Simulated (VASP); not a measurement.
# AlN (Fm-3m) in VASP: settings compared, part 3 of 3

VASP 6.6.1.

## Step 5: Electric field gradients, r2SCAN

Contents of POSCAR:

```
AlN
1.0
    0.0000000000      1.9780000000      1.9780000000
    1.9780000000      0.0000000000      1.9780000000
    1.9780000000      1.9780000000      0.0000000000
Al N
1 1
Direct
    0.0000000000      0.0000000000      0.0000000000
    0.5000000000      0.5000000000      0.5000000000
```

Contents of INCAR.step1:

```
PREC     = Accurate       # precision mode
ENCUT    = 580            # plane-wave cutoff, eV
ISMEAR   = -1             # smearing method
SIGMA    = 0.02           # smearing width, eV
LREAL    = False          # projectors in reciprocal space
LASPH    = True           # aspherical terms in the spheres
NELM     = 120            # most SCF steps
NBANDS   = 11             # bands
GGA      = PE             # functional
ALGO     = Normal         # electronic algorithm
EDIFF    = 1E-5           # SCF threshold, eV
LWAVE    = True           # write WAVECAR
LCHARG   = False          # write CHGCAR
GGA_COMPAT= False
```

Contents of INCAR.step2:

```
PREC     = Accurate       # precision mode
ENCUT    = 580            # plane-wave cutoff, eV
EDIFF    = 1E-8           # SCF threshold, eV
ISMEAR   = -1             # smearing method
SIGMA    = 0.02           # smearing width, eV
LREAL    = False          # projectors in reciprocal space
LASPH    = True           # aspherical terms in the spheres
NELM     = 120            # most SCF steps
ALGO     = Normal         # electronic algorithm
ISIF     = 2              # what is computed and relaxed
LWAVE    = False          # write WAVECAR
LCHARG   = False          # write CHGCAR
METAGGA  = R2SCAN         # meta-GGA
LMIXTAU  = True         
LEFG     = True         
NBANDS   = 11             # bands
ISTART   = 1            
GGA_COMPAT= False
```

Contents of KPOINTS:

```
regular mesh
0
Gamma
  13 13 13
```

Potentials or basis: VASP PAW PBE potentials, release 64 (Al, N).

Command:

```bash
cat potpaw_PBE.64/Al/POTCAR potpaw_PBE.64/N/POTCAR > POTCAR
cp INCAR.step1 INCAR
mpirun -np 1 vasp_std > vasp.out
cp INCAR.step2 INCAR
mpirun -np 1 vasp_std > vasp.out
```

OUTCAR:

```text
PREC = Accurate
   ENCUT = 580
   EDIFF = 1E-8
   ISMEAR = -1
   LREAL = False
   LASPH = True
   NELM = 120
   ISIF = 2
   METAGGA = R2SCAN
   ISTART = 1

 ion  position               nearest neighbor table
   1  0.000  0.000  0.000-   2 1.98   2 1.98   2 1.98   2 1.98   2 1.98   2 1.98
   2  0.500  0.500  0.500-   1 1.98   1 1.98   1 1.98   1 1.98   1 1.98   1 1.98

  LATTYP: Found a face centered cubic cell.
 ALAT       =     3.9560000000

  Lattice vectors:

 A1 = (   0.0000000000,   1.9780000000,   1.9780000000)
 A2 = (   1.9780000000,   0.0000000000,   1.9780000000)
 A3 = (   1.9780000000,   1.9780000000,   0.0000000000)

Analysis of symmetry for initial positions (statically):
=====================================================================
 Subroutine PRICEL returns:
 Original cell was already a primitive cell.

 Routine SETGRP: Setting up the symmetry group for a
 face centered cubic supercell.

 Subroutine GETGRP returns: Found 48 space group operations
 (whereof 48 operations were pure point group operations)
 out of a pool of 48 trial point group operations.

The static configuration has the point symmetry O_h .

Analysis of symmetry for dynamics (positions and initial velocities):
=====================================================================
 Subroutine PRICEL returns:
 Original cell was already a primitive cell.

 Routine SETGRP: Setting up the symmetry group for a
 face centered cubic supercell.

 Subroutine GETGRP returns: Found 48 space group operations
 (whereof 48 operations were pure point group operations)
 out of a pool of 48 trial point group operations.

The dynamic configuration has the point symmetry O_h .

 Subroutine INISYM returns: Found 48 space group operations
 (whereof 48 operations are pure point group operations),
 and found     1 'primitive' translations

----------------------------------------------------------------------------------------

                                     Primitive cell

  volume of cell :      15.4778

  direct lattice vectors                    reciprocal lattice vectors
     0.000000000  1.978000000  1.978000000    -0.252780586  0.252780586  0.252780586
     1.978000000  0.000000000  1.978000000     0.252780586 -0.252780586  0.252780586
     1.978000000  1.978000000  0.000000000     0.252780586  0.252780586 -0.252780586

  length of vectors
     2.797314426  2.797314426  2.797314426     0.437828819  0.437828819  0.437828819

  position of ions in fractional coordinates (direct lattice)
     0.000000000  0.000000000  0.000000000
     0.500000000  0.500000000  0.500000000

  ion indices of the primitive-cell ions
   primitive index   ion index
                 1           1
                 2           2

----------------------------------------------------------------------------------------

 KPOINTS: regular mesh

Automatic generation of k-mesh.
 Grid dimensions read from file:
 generate k-points for:   13   13   13

 Generating k-lattice:

  Cartesian coordinates                     Fractional coordinates (reciprocal lattice)
[... 77 lines left out ...]
   IALGO  =     38    algorithm
   IMIX   =      4    mixing-type and parameters
     AMIX     =   0.40;   BMIX     =  1.00
     AMIX_MAG =   1.60;   BMIX_MAG =  1.00
  volume/ion in A,a.u.               =       7.74        52.22
  Fermi-wavevector in a.u.,A,eV,Ry     =   1.313818  2.482756 23.485258  1.726118
  Thomas-Fermi vector in A             =   2.444114
   LORBIT       =      0    0 simple, 1 ext, 2 COOP (PROOUT), +10 PAW based schemes
   METAGGA = R2SCAN    functional components
   LHFCALC =     F    Hartree Fock is set to
   AEXX    =    0.0000 exact exchange contribution
   IVDW    =     0    specifies the selected vdW correction
   LEPSILON=     F    determine dielectric tensor
   LRPA    =     F    only Hartree local field effects (RPA)
 non-spin polarized calculation
  energy-cutoff  :      580.00
  volume of cell :       15.48
 maximum number of plane-waves:       531
 NGX is ok and might be reduce to    24
   NGX = 11   NGY = 11   NGZ = 11

 number of electron       8.0000000 magnetization

 Free energy of the ion-electron system (eV)
  ---------------------------------------------------
  ext. energy  EPLUGINS =         0.00000000
  ---------------------------------------------------
  free energy    TOTEN  =       -18.84577330 eV

  energy without entropy =      -18.84577330  energy(sigma->0) =      -18.84577330

 E-fermi :  10.9936     XC(G=0): -13.2074

 val. band max:       10.6386030393   @ k =   0.0000   0.0000   0.0000
 cond. band min:      16.5616308775   @ k =   0.4615   0.4615   0.0000
 fundamental gap:      5.9230278382
 Fermi energy:        10.9936490314

 k-point     1 :       0.0000    0.0000    0.0000
  band No.  band energies     occupation
      1      -8.3814      2.00000
      2      10.6386      2.00000
      3      10.6386      2.00000
      4      10.6386      2.00000
      5      18.1730      0.00000
      6      23.7726      0.00000
      7      23.7726      0.00000
      8      23.7726      0.00000
      9      29.7305      0.00000
     10      29.7305      0.00000
     11      29.7450      0.00000
[... 309 lines left out ...]
 k-point    24 :       0.4615    0.1538    0.0000
  band No.  band energies     occupation
      1      -5.0070      2.00000
      2       2.8950      2.00000
      3       7.9859      2.00000
      4       8.8617      2.00000
      5      19.1613      0.00000
      6      21.7996      0.00000
      7      24.5306      0.00000
      8      24.6943      0.00000
      9      30.0349      0.00000
     10      32.6785      0.00000
     11      34.1223      0.00000

 [... further k-points ...]

------------------------ aborting loop because EDIFF is reached ----------------------------------------

  FORCE on cell =-STRESS in cart. coord.  units (eV):
  Direction    XX          YY          ZZ          XY          YZ          ZX
  --------------------------------------------------------------------------------------
  -------------------------------------------------------------------------------------
  Total        1.7787728      1.7787728      1.7787728     -0.0000000     -0.0000000     -0.0000000
  in kB      184.1290023    184.1290023    184.1290023     -0.0000000     -0.0000000     -0.0000000
  external PRESSURE =     184.1290023 kB  Pullay stress =       0.0000000 kB

 VOLUME and BASIS-vectors are now :
 -----------------------------------------------------------------------------
  energy-cutoff  :      580.00
  volume of cell :       15.48
      direct lattice vectors                 reciprocal lattice vectors
     0.000000000  1.978000000  1.978000000    -0.252780586  0.252780586  0.252780586
     1.978000000  0.000000000  1.978000000     0.252780586 -0.252780586  0.252780586
     1.978000000  1.978000000  0.000000000     0.252780586  0.252780586 -0.252780586

 POSITION                                       TOTAL-FORCE (eV/Angst)
 -----------------------------------------------------------------------------------
      0.00000      0.00000      0.00000         0.000000     -0.000000     -0.000000
      1.97800      1.97800      1.97800        -0.000000      0.000000      0.000000
 -----------------------------------------------------------------------------------
    total drift:                               -0.000000     -0.000000      0.000000

  FREE ENERGIE OF THE ION-ELECTRON SYSTEM (eV)
  ---------------------------------------------------
  free  energy   TOTEN  =       -18.8457732963 eV

  energy  without entropy=      -18.8457732963  energy(sigma->0) =      -18.84577330

 Electric field gradients (V/A^2)
---------------------------------------------------------------------
 ion       V_xx      V_yy      V_zz      V_xy      V_xz      V_yz
---------------------------------------------------------------------
   1      -0.000    -0.000     0.000     0.000     0.000     0.000
   2      -0.000    -0.000     0.000     0.000     0.000     0.000
---------------------------------------------------------------------

 Electric field gradients after diagonalization (V/A^2)
 (convention: |V_zz| > |V_xx| > |V_yy|)
----------------------------------------------------------------------
 ion       V_xx      V_yy      V_zz     asymmetry (V_yy - V_xx)/ V_zz
----------------------------------------------------------------------
   1      -0.000    -0.000     0.000       0.000
   2      -0.000    -0.000     0.000       0.000
----------------------------------------------------------------------

           NMR quadrupolar parameters

 Cq : quadrupolar parameter    Cq=e*Q*V_zz/h
 eta: asymmetry parameters     (V_yy - V_xx)/ V_zz
 Q  : nuclear electric quadrupole moment in mb (millibarn)
----------------------------------------------------------------------
 ion       Cq(MHz)       eta       Q (mb)
----------------------------------------------------------------------
   1       0.000       0.000       1.000
   2       0.000       0.000       1.000
----------------------------------------------------------------------
```

Run time: 27 s. Hardware: 1 thread of Intel Xeon 6975P-C (Granite Rapids), shared host; peak memory 0.14 GiB.

What came out:

- Free energy: -18.8458 eV
- Pressure: 18.4 GPa
- Band gap on the k mesh: 5.92 eV (least direct gap 7.53 eV)
- Largest electric field gradient by atom: zero within the noise of the run

Caveat: the cell stands under pressure; the PAW data sets were made with another functional, which shifts forces and pressure a little; an odd mesh through Γ misses points on the zone boundary, where band edges can lie.

## Step 6: Overview

| level | potentials or basis | cutoff (eV) | gap on the mesh (eV) | pressure (GPa) |
| --- | --- | --- | --- | --- |
| PBE | VASP PAW PBE potentials, release 64 (Al, N) | 520 | 5.24 | 25.2 |
| LDA | VASP PAW LDA potentials, release 64 (Al, N) | 520 | 5.12 | 13.2 |
| PBEsol | VASP PAW PBE potentials, release 64 (Al, N) | 520 | 5.07 | 20.0 |
| r2SCAN | VASP PAW PBE potentials, release 64 (Al, N) | 580 | 5.92 | 18.4 |

Alike in all rows: task electric field gradients; no spin polarisation; cell as given; k mesh 13 × 13 × 13; smearing fermi-dirac 0.02 eV.

Caveats: the cell stands under pressure; an odd mesh through Γ misses points on the zone boundary, where band edges can lie; the PAW data sets were made with another functional, which shifts forces and pressure a little (at least some runs).

Absolute energies hang on the potentials; compare differences alone.
